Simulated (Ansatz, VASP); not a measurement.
Two plane-wave programs on MnAs

File INCAR:

```
SYSTEM = MnAs
ALGO = Normal
EDIFF = 1E-8
ENCUT = 520
GGA = PE
ISIF = 2
ISMEAR = -1
ISPIN = 2
LASPH = .TRUE.
LCHARG = .FALSE.
LEFG = .TRUE.
LMAXMIX = 4
LORBIT = 11
LREAL = .FALSE.
LWAVE = .FALSE.
MAGMOM = 4 0
NBANDS = 20
NELM = 150
PREC = Accurate
SIGMA = 0.08
```

KPOINTS

```
k-points
0
G
  12 12 12
  0 0 0
```

File POSCAR:

```
MnAs
1.0
    0.0000000000      2.6043394452      2.6043394452
    2.6043394452      0.0000000000      2.6043394452
    2.6043394452      2.6043394452      0.0000000000
Mn As
1 1
Direct
    0.0000000000      0.0000000000      0.0000000000
    0.5000000000      0.5000000000      0.5000000000
```

Input for Ansatz:

```yaml
crystal:
  lattice:
    - [0.0, 2.6043394452, 2.6043394452]
    - [2.6043394452, 0.0, 2.6043394452]
    - [2.6043394452, 2.6043394452, 0.0]
  atoms:
    - { symbol: Mn, position: [0.0, 0.0, 0.0], spin: 4.0 }
    - { symbol: As, position: [0.5, 0.5, 0.5] }
magnetization:
  spin_polarized: true
kpoints:
  mp_grid: { grid: [12, 12, 12] }
scf:
  occupations: { method: fermi_dirac, width: 0.08 }
hamiltonian:
  xc: pbe
  pseudopotentials: { kind: paw }
output:
  forces: true
  stress: true
  eigenvalues: true
  efg: { contact_densities: true }
```

Change from the starting cell: volume scaled by 1.025, PAW files.

Alike in both runs: task electric field gradients; functional PBE; k mesh 12 × 12 × 12; occupations fermi-dirac, width 0.08 eV; collinear spin.

|  | VASP | Ansatz |
| --- | --- | --- |
| version | VASP 6.6.1 | Ansatz 0.2.0 |
| potentials or method | VASP PAW PBE potentials, release 64 (Mn_pv, As) | PAW with Ansatz's default frozen-core files, scalar-relativistic |
| plane-wave cutoff (eV) | 520 | 420 |
| valence electrons in the cell | 18 | 30 |

|  | VASP | Ansatz | Ansatz less VASP |
| --- | --- | --- | --- |
| pressure (GPa) | -1.6 | -1.8 | -0.14 |
| net moment per atom (μB) | 1.87 | 1.87 | +0.002 |
| size of the moment on the site where the two differ most (μB) | 3.69 | 3.64 | -0.042 |

Site moments also hang on the region over which each program counts them. With one functional, cell and mesh, what is left measures potentials, basis and numerics. VASP's potentials hold 18 valence electrons a cell and Ansatz's 30, so a difference there can come from the potentials and not from the codes.
